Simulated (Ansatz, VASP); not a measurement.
## Two plane-wave programs on Si3N

```xyz
8
Lattice="3.8333 0.0000 0.0000 0.0000 5.4212 0.0000 0.0000 0.0000 22.4878" Properties=species:S:1:pos:R:3 pbc="T T T"
Si    1.9167    0.0000    4.0000
Si    0.0000    1.3553    4.0000
Si    0.0000    2.7316    5.8663
Si    1.9167    4.0448    5.8663
Si    1.9167    0.0466    7.6878
Si    0.0000    1.3087    7.6878
N     3.8333    4.5643   11.3878
N     3.8333    4.5643   12.4878
```

Alike in both runs: task single point; functional PBE; dispersion D3(BJ); k mesh 7 × 5 × 1; occupations gaussian, width 0.05 eV; no spin polarisation.

|  | VASP | Ansatz |
| --- | --- | --- |
| version | VASP 6.6.1 | Ansatz 0.2.0 |
| potentials or method | VASP PAW PBE potentials, release 64 (Si, N_h), cutoff 910 eV | scalar-relativistic, plane waves, PAW |
| valence electrons in the cell | 34 | 34 |

```csv
,VASP,Ansatz,Ansatz less VASP
gap on the k mesh at the Fermi level (eV),none,none,-
rms of the force components (eV/Å),0.204,0.191,-0.0136
"work function, face that differs most (eV)",4.84,4.84,-0.003
```

Atom by atom the forces differ by 0.024 eV/Å (rms over components). A gap of «none» marks a metal or a gap that the smearing closes.

Noted on VASP's run: the cutoff is short for stress, so the pressure is rough.
